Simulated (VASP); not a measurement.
# SiGe3 (R-3m) in VASP: further runs

SiGe3 is run at these levels: PBE; tasks: single point.

All numbers are computed with VASP 6.6.1; they aren't measurements. Logs are shortened: lines on timing, memory, paths and dates and some standing lists are left out, and cuts for length are marked.

## 1. The cell of the first run

The structure is trigonal, space group R-3m (No. 166). The conventional cell has a = 4.846 Å, b = 4.846 Å, c = 10.820 Å, α = 90.00°, β = 90.00°, γ = 120.00°. Within 3.5 Å of Si (site symmetry -3m) lie 14 Ge at 2.63 to 3.33 Å. Ge (site symmetry -3m) has 8 Ge at 2.78 to 2.92 Å and 6 Si at 3.33 Å within 3.7 Å. Ge (site symmetry 3m) has 4 Si at 2.63 to 2.96 Å and 10 Ge at 2.78 to 3.41 Å within 3.5 Å.

The cell was built from a structure type or drawn by symmetry, and may not be a known phase.

## 2. Single point, PBE

INCAR reads:

```
SYSTEM = SiGe3
PREC = Accurate
ENCUT = 500
EDIFF = 1E-6
ISMEAR = 0
SIGMA = 0.2
LREAL = .FALSE.
LASPH = .TRUE.
NELM = 120
ALGO = Normal
ISIF = 2
LWAVE = .FALSE.
LCHARG = .TRUE.
GGA = PE
LELF = .TRUE.
LVHAR = .TRUE.
NBANDS = 31
GGA_COMPAT = .FALSE.
```

KPOINTS reads:

```
Automatic mesh
0
G
  5 5 5
  0 0 0
```

POSCAR reads:

```
SiGe3
1.0
    2.4230676033      1.3989587330      3.6065898891
   -2.4230676033      1.3989587330      3.6065898891
    0.0000000000     -2.7979174660      3.6065898891
Si Ge
1 3
Direct
    0.5000000000      0.5000000000      0.5000000000
    0.0000000000      0.0000000000      0.0000000000
    0.2569510377      0.2569510377      0.2569510377
    0.7430489623      0.7430489623      0.7430489623
```

Potentials or basis: VASP PAW PBE potentials, release 64 (Si, Ge_d).

On the command line:

```
$ cat potpaw_PBE.64/Si/POTCAR potpaw_PBE.64/Ge_d/POTCAR > POTCAR
$ mpirun -np 1 vasp_std > vasp.out
```

OUTCAR:

```text
SYSTEM = SiGe3
   PREC = Accurate
   ENCUT = 500
   EDIFF = 1E-6
   ISMEAR = 0
   LREAL = .FALSE.
   LASPH = .TRUE.
   NELM = 120
   ISIF = 2
   GGA = PE

 ion  position               nearest neighbor table
   1  0.500  0.500  0.500-   3 2.63   4 2.63   3 2.96   4 2.96   3 2.96   3 2.96   4 2.96   4 2.96

   2  0.000  0.000  0.000-   3 2.78   4 2.78   4 2.92   3 2.92   4 2.92   4 2.92   3 2.92   3 2.92

   3  0.257  0.257  0.257-   1 2.63   2 2.78   2 2.92   2 2.92   2 2.92   1 2.96   1 2.96   1 2.96

   4  0.743  0.743  0.743-   1 2.63   2 2.78   2 2.92   2 2.92   2 2.92   1 2.96   1 2.96   1 2.96

  LATTYP: Found a trigonal (rhomboedric) cell.
 ALAT       =     4.5646284378
 COS(alpha) =     0.4364269791

  Lattice vectors:

 A1 = (   2.4230676033,   1.3989587330,   3.6065898891)
 A2 = (  -2.4230676033,   1.3989587330,   3.6065898891)
 A3 = (   0.0000000000,  -2.7979174660,   3.6065898891)

Analysis of symmetry for initial positions (statically):
=====================================================================
 Subroutine PRICEL returns:
 Original cell was already a primitive cell.

 Routine SETGRP: Setting up the symmetry group for a
 trigonal (rhombohedral) supercell.

 Subroutine GETGRP returns: Found 12 space group operations
 (whereof 12 operations were pure point group operations)
 out of a pool of 12 trial point group operations.

The static configuration has the point symmetry D_3d.

Analysis of symmetry for dynamics (positions and initial velocities):
=====================================================================
 Subroutine PRICEL returns:
 Original cell was already a primitive cell.

 Routine SETGRP: Setting up the symmetry group for a
 trigonal (rhombohedral) supercell.

 Subroutine GETGRP returns: Found 12 space group operations
 (whereof 12 operations were pure point group operations)
 out of a pool of 12 trial point group operations.

The dynamic configuration has the point symmetry D_3d.

 Subroutine INISYM returns: Found 12 space group operations
 (whereof 12 operations are pure point group operations),
 and found     1 'primitive' translations

----------------------------------------------------------------------------------------

                                     Primitive cell

  volume of cell :      73.3531

  direct lattice vectors                    reciprocal lattice vectors
     2.423067603  1.398958733  3.606589889     0.206350000  0.119136228  0.092423409
    -2.423067603  1.398958733  3.606589889    -0.206350000  0.119136228  0.092423409
     0.000000000 -2.797917466  3.606589889     0.000000000 -0.238272456  0.092423409

  length of vectors
     4.564628438  4.564628438  4.564628438     0.255569658  0.255569658  0.255569658

  position of ions in fractional coordinates (direct lattice)
     0.500000000  0.500000000  0.500000000
     0.000000000  0.000000000  0.000000000
     0.256951038  0.256951038  0.256951038
     0.743048962  0.743048962  0.743048962

  ion indices of the primitive-cell ions
   primitive index   ion index
                 1           1
                 2           2
                 3           3
                 4           4

----------------------------------------------------------------------------------------

 KPOINTS: Automatic mesh

Automatic generation of k-mesh.
 Grid dimensions read from file:
 generate k-points for:    5    5    5

 Generating k-lattice:

  Cartesian coordinates                     Fractional coordinates (reciprocal lattice)
     0.041270000  0.023827246  0.018484682     0.200000000 -0.000000000  0.000000000
    -0.041270000  0.023827246  0.018484682    -0.000000000  0.200000000  0.000000000
     0.000000000 -0.047654491  0.018484682     0.000000000  0.000000000  0.200000000

  Length of vectors
     0.051113932  0.051113932  0.051113932

  Shift w.r.t. Gamma in fractional coordinates (k-lattice)
     0.000000000  0.000000000  0.000000000

 Subroutine IBZKPT returns following result:
 ===========================================

 Found     19 irreducible k-points:

 Following reciprocal coordinates:
            Coordinates               Weight
  0.000000  0.000000  0.000000      1.000000
  0.200000  0.000000 -0.000000      6.000000
  0.400000 -0.000000 -0.000000      6.000000
  0.200000  0.200000 -0.000000      6.000000
  0.400000  0.200000 -0.000000     12.000000
 -0.400000  0.200000  0.000000     12.000000
[... 11 lines left out ...]
  0.400000  0.400000  0.400000      2.000000
 -0.400000  0.400000  0.400000      6.000000
   k-points           NKPTS =     19   k-points in BZ     NKDIM =     19   number of bands    NBANDS=     31
   number of dos      NEDOS =    301   number of ions     NIONS =      4
   total plane-waves  NPLWV =  46656
   dimension x,y,z NGX =    36 NGY =   36 NGZ =   36
   dimension x,y,z NGXF=    72 NGYF=   72 NGZF=   72
   ions per type =               1   3
   NGX,Y,Z   is equivalent  to a cutoff of  13.11, 13.11, 13.11 a.u.
   NGXF,Y,Z  is equivalent  to a cutoff of  26.22, 26.22, 26.22 a.u.
 SYSTEM =  SiGe3
   PREC   = accura    normal or accurate (medium, high low for compatibility)
   ISTART =      0    job   : 0-new  1-cont  2-samecut
   ICHARG =      2    charge: 1-file 2-atom 10-const
   ISPIN  =      1    spin polarized calculation?
   LNONCOLLINEAR =      F non collinear calculations
   LSORBIT =      F    spin-orbit coupling
   LASPH  =      T    aspherical Exc in radial PAW
   ENCUT  =  500.0 eV  36.75 Ry    6.06 a.u.   8.32  8.32  8.32*2*pi/ulx,y,z
   NELM   =    120;   NELMIN=  2; NELMDL= -5     # of ELM steps
   EDIFF  = 0.1E-05   stopping-criterion for ELM
   LREAL  =      F    real-space projection
   EDIFFG = 0.1E-04   stopping-criterion for IOM
   NSW    =      0    number of steps for IOM
   IBRION =     -1    ionic relax: 0-MD 1-quasi-New 2-CG
   NFREE  =      0    steps in history (QN), initial steepest desc. (CG)
   ISIF   =      2    stress and relaxation
   ISYM   =      2    0-nonsym 1-usesym 2-fastsym
   POTIM  = 0.5000    time-step for ionic-motion
   TEBEG  =    0.0;   TEEND  =   0.0 temperature during run
   PSTRESS=    0.0 pullay stress
   NELECT =      46.0000    total number of electrons
   NUPDOWN=      -1.0000    fix difference up-down
   EMIN   =  10.00;   EMAX   =-10.00  energy-range for DOS
   EFERMI =   0.00;   METHOD = LEGACY
   ISMEAR =     0;   SIGMA  =   0.20  broadening in eV -4-tet -1-fermi 0-gaus
   EFERMI_NEDOS =   21; number of points for ismear=-14 and -15
   IALGO  =     38    algorithm
   IMIX   =      4    mixing-type and parameters
     AMIX     =   0.40;   BMIX     =  1.00
     AMIX_MAG =   1.60;   BMIX_MAG =  1.00
  volume/ion in A,a.u.               =      18.34       123.75
  Fermi-wavevector in a.u.,A,eV,Ry     =   1.401268  2.648013 26.715758  1.963553
  Thomas-Fermi vector in A             =   2.524146
   LORBIT       =      0    0 simple, 1 ext, 2 COOP (PROOUT), +10 PAW based schemes
   GGA     = PE    functional components
   LHFCALC =     F    Hartree Fock is set to
   AEXX    =    0.0000 exact exchange contribution
   IVDW    =     0    specifies the selected vdW correction
   LEPSILON=     F    determine dielectric tensor
   LRPA    =     F    only Hartree local field effects (RPA)
 non-spin polarized calculation
 Gauss-broadening in eV      SIGMA  =   0.20
  energy-cutoff  :      500.00
  volume of cell :       73.35
 maximum number of plane-waves:      1875
 NGX is ok and might be reduce to    36

 number of electron      45.9999994 magnetization

 Free energy of the ion-electron system (eV)
  ---------------------------------------------------
  ext. energy  EPLUGINS =         0.00000000
  ---------------------------------------------------
  free energy    TOTEN  =       -17.10584244 eV

  energy without entropy =      -17.05556683  energy(sigma->0) =      -17.08070464

 E-fermi :   7.0043     XC(G=0): -11.1424

 val. band max:        6.9677593007   @ k =   0.2000   0.2000   0.2000
 cond. band min:       7.0583310595   @ k =   0.2000   0.2000  -0.0000
 fundamental gap:      0.0905717588
 Fermi energy:         7.0042545738

 k-point     1 :       0.0000    0.0000    0.0000
  band No.  band energies     occupation
      1     -17.6823      2.00000
      2     -17.6589      2.00000
      3     -17.6589      2.00000
      4     -17.6506      2.00000
      5     -17.6506      2.00000
      6     -17.6039      2.00000
[... 23 lines left out ...]
     30      11.1405      0.00000
     31      15.5027      0.00000

 k-point     2 :       0.2000    0.0000   -0.0000
  band No.  band energies     occupation
      1     -17.6842      2.00000
      2     -17.6590      2.00000
      3     -17.6570      2.00000
      4     -17.6523      2.00000
      5     -17.6495      2.00000
      6     -17.5972      2.00000
[... 23 lines left out ...]
     30      12.8380      0.00000
     31      13.0786      0.00000

 k-point     3 :       0.4000   -0.0000   -0.0000
  band No.  band energies     occupation
      1     -17.6876      2.00000
      2     -17.6669      2.00000
      3     -17.6562      2.00000
      4     -17.6429      2.00000
      5     -17.6373      2.00000
      6     -17.5951      2.00000
[... 23 lines left out ...]
     30      12.6071      0.00000
     31      13.4279      0.00000

 k-point     4 :       0.2000    0.2000   -0.0000
  band No.  band energies     occupation
      1     -17.6842      2.00000
      2     -17.6619      2.00000
      3     -17.6537      2.00000
      4     -17.6499      2.00000
      5     -17.6484      2.00000
      6     -17.6009      2.00000
[... 465 lines left out ...]
     30      13.7595      0.00000
     31      13.8618      0.00000

 k-point    18 :       0.4000    0.4000    0.4000
  band No.  band energies     occupation
      1     -17.6707      2.00000
      2     -17.6621      2.00000
      3     -17.6621      2.00000
      4     -17.6349      2.00000
      5     -17.6349      2.00000
      6     -17.5958      2.00000
[... 23 lines left out ...]
     30      13.0911      0.00000
     31      15.4128      0.00000

 k-point    19 :      -0.4000    0.4000    0.4000
  band No.  band energies     occupation
      1     -17.6717      2.00000
      2     -17.6647      2.00000
      3     -17.6627      2.00000
      4     -17.6345      2.00000
      5     -17.6333      2.00000
      6     -17.5934      2.00000
[... 23 lines left out ...]
     30      13.6086      0.00000
     31      15.2648      0.00000

------------------------ aborting loop because EDIFF is reached ----------------------------------------

  FORCE on cell =-STRESS in cart. coord.  units (eV):
  Direction    XX          YY          ZZ          XY          YZ          ZX
  --------------------------------------------------------------------------------------
  -------------------------------------------------------------------------------------
  Total       -0.1732659     -0.1732659     -0.0325008     -0.0000000      0.0000000      0.0000000
  in kB       -3.7844709     -3.7844709     -0.7098822     -0.0000000      0.0000000      0.0000000
  external PRESSURE =      -2.7596080 kB  Pullay stress =       0.0000000 kB

 VOLUME and BASIS-vectors are now :
 -----------------------------------------------------------------------------
  energy-cutoff  :      500.00
  volume of cell :       73.35
      direct lattice vectors                 reciprocal lattice vectors
     2.423067603  1.398958733  3.606589889     0.206350000  0.119136228  0.092423409
    -2.423067603  1.398958733  3.606589889    -0.206350000  0.119136228  0.092423409
     0.000000000 -2.797917466  3.606589889     0.000000000 -0.238272456  0.092423409

 POSITION                                       TOTAL-FORCE (eV/Angst)
 -----------------------------------------------------------------------------------
      0.00000      0.00000      5.40988         0.000000      0.000000     -0.000000
      0.00000      0.00000      0.00000         0.000000      0.000000     -0.000000
      0.00000      0.00000      2.78015         0.000000     -0.000000      0.034341
      0.00000      0.00000      8.03962         0.000000      0.000000     -0.034341
 -----------------------------------------------------------------------------------
    total drift:                               -0.000000      0.000000      0.000000

  FREE ENERGIE OF THE ION-ELECTRON SYSTEM (eV)
  ---------------------------------------------------
  free  energy   TOTEN  =       -17.1058424446 eV

  energy  without entropy=      -17.0555668290  energy(sigma->0) =      -17.08070464
```

Run time: 24 s. Hardware: 1 thread of Intel Xeon 6975P-C (Granite Rapids), shared host; peak memory 0.2 GiB.

What came out:

```
Free energy            : -17.1058 eV
Pressure               : -0.3 GPa
Largest force          : 0.034 eV/Å
Band gap on the k mesh : zero (bands 23 and 24 overlap by 3.46 eV)
```

Forces in eV/Å, atoms in the order of the input:
```
Si   0.000  0.000  0.000
Ge   0.000  0.000  0.000
Ge   0.000  0.000  0.034
Ge   0.000  0.000 -0.034
```

## 3. Single point, PBE

This run uses another cell than the first one: it holds 8 atoms, not 4.

INCAR reads:

```
SYSTEM = SiGe3
  ALGO = Normal
  EDIFF = 1E-6
  ENCUT = 500
  GGA = PE
  GGA_COMPAT = .FALSE.
  ISIF = 2
  ISMEAR = 0
  LASPH = .TRUE.
  LCHARG = .FALSE.
  LREAL = .FALSE.
  LWAVE = .FALSE.
  NBANDS = 56
  NELM = 120
  PREC = Accurate
  SIGMA = 0.2
```

KPOINTS reads:

```
k-points
0
G
  3 3 3
  0 0 0
```

POSCAR reads:

```
SiGe3
1.0
    4.0047893453      2.3121662083      3.2703379836
   -4.0047893453      2.3121662083      3.2703379836
    0.0000000000     -4.6243324115      3.2703379871
Si Ge
2 6
Direct
    0.8785639348      0.8785639348      0.8785639348
    0.1214360652      0.1214360652      0.1214360652
    0.8787435561      0.3712810456      0.3712810456
    0.6287189544      0.6287189544      0.1212564439
    0.6287189544      0.1212564439      0.6287189544
    0.3712810456      0.3712810456      0.8787435561
    0.1212564439      0.6287189544      0.6287189544
    0.3712810456      0.8787435561      0.3712810456
```

Potentials or basis: VASP PAW PBE potentials, release 64 (Si, Ge_d).

On the command line:

```
$ cat potpaw_PBE.64/Si/POTCAR potpaw_PBE.64/Ge_d/POTCAR > POTCAR
$ mpirun -np 1 vasp_std > vasp.out
```

Wall time 36 s (1 thread of Intel Xeon 6975P-C (Granite Rapids), shared host); peak memory 0.26 GiB.

It converged, with:

```yaml
Free_energy: -37.6626 eV
Pressure: 0.3 GPa
Largest_force: 0.064 eV/Å
Band_gap_on_the_k_mesh: 0.49 eV
```

Forces on the atoms (eV/Å):
```
Si   0.000  0.000 -0.061
Si   0.000  0.000  0.061
Ge  -0.053 -0.031  0.017
Ge   0.000 -0.061 -0.017
Ge  -0.053  0.031 -0.017
Ge   0.000  0.061  0.017
Ge   0.053  0.031 -0.017
Ge   0.053 -0.031  0.017
```

Stress tensor (GPa, compression positive):
```
0.30 0.00 0.00
0.00 0.30 0.00
0.00 0.00 0.20
```

Levels at points of the mesh, in eV from the valence-band top:
| k point | band 42 | band 43 | band 44 | band 45 | band 46 | band 47 | band 48 | band 49 | band 50 | band 51 |
| --- | --- | --- | --- | --- | --- | --- | --- | --- | --- | --- |
| (0.00, 0.00, 0.00) | -2.88 | -2.83 | -0.03 | -0.03 | 0.00 | 0.49 | 0.58 | 0.58 | 0.65 | 0.65 |

Caveat: an odd mesh through Γ misses points on the zone boundary, where band edges can lie.

## 4. Single point, PBE

This run uses another cell than the first one: it holds 8 atoms, not 4.

INCAR reads:

```
SYSTEM = SiGe3
  ALGO = Normal
  EDIFF = 1E-6
  ENCUT = 500
  GGA = PE
  GGA_COMPAT = .False.
  ISIF = 2
  ISMEAR = 0
  LASPH = .True.
  LCHARG = .True.
  LELF = .True.
  LREAL = .False.
  LVHAR = .True.
  LWAVE = .False.
  NBANDS = 56
  NELM = 120
  PREC = Accurate
  SIGMA = 0.1
```

KPOINTS reads:

```
k-points
0
Gamma
  3 3 3
  0 0 0
```

Changes to POSCAR since step 3:

```diff
@@ -2,5 +2,5 @@
 1.0
-    4.0047893453      2.3121662083      3.2703379836
-   -4.0047893453      2.3121662083      3.2703379836
-    0.0000000000     -4.6243324115      3.2703379871
+    4.0047893453      2.3121662066      3.2703379848
+   -4.0047893453      2.3121662066      3.2703379848
+    0.0000000000     -4.6243324132      3.2703379848
 Si Ge
```

On the command line:

```
$ cat potpaw_PBE.64/Si/POTCAR potpaw_PBE.64/Ge_d/POTCAR > POTCAR
$ mpirun -np 1 vasp_std > vasp.out
```

It took 34 s on 1 thread of Intel Xeon 6975P-C (Granite Rapids), shared host; peak memory 0.26 GiB.

The run converged. Its results:

```
Free energy            : -37.6618 eV
Pressure               : 0.2 GPa
Largest force          : 0.064 eV/Å
Band gap on the k mesh : 0.49 eV
```

Forces in eV/Å, atoms in the order of the input:
```
Si   0.000  0.000 -0.060
Si   0.000  0.000  0.060
Ge  -0.053 -0.030  0.019
Ge   0.000 -0.061 -0.019
Ge  -0.053  0.030 -0.019
Ge   0.000  0.061  0.019
Ge   0.053  0.030 -0.019
Ge   0.053 -0.030  0.019
```

Stress tensor (GPa, compression positive):
```
0.28 0.00 0.00
0.00 0.28 0.00
0.00 0.00 0.17
```

Levels at points of the mesh, in eV from the valence-band top:
| k point | band 44 | band 45 | band 46 | band 47 | band 48 | band 49 |
| --- | --- | --- | --- | --- | --- | --- |
| (0.00, 0.00, 0.00) | -0.03 | -0.03 | 0.00 | 0.49 | 0.58 | 0.58 |

Caveat: an odd mesh through Γ misses points on the zone boundary, where band edges can lie.

## 5. Overview

| cell | k mesh | smearing | gap on the mesh (eV) | pressure (GPa) | largest force (eV/Å) |
| --- | --- | --- | --- | --- | --- |
| a = 4.565 Å, angles 64.1°, 4 atoms, atomic positions A | 5 × 5 × 5 | gaussian 0.2 eV | none | -0.3 | 0.03 |
| a = 5.664 Å, 8 atoms, atomic positions B | 3 × 3 × 3 | gaussian 0.2 eV | 0.49 | 0.3 | 0.06 |
| a = 5.664 Å, 8 atoms, atomic positions B | 3 × 3 × 3 | gaussian 0.1 eV | 0.49 | 0.2 | 0.06 |

Alike in all rows: task single point; level PBE; potentials or basis VASP PAW PBE potentials, release 64 (Si, Ge_d); no spin polarisation; cutoff (eV) 500.

Caveats: an odd mesh through Γ misses points on the zone boundary, where band edges can lie (at least some runs).

Total energies depend on the potentials used, so only differences within one code and one set of settings carry meaning.
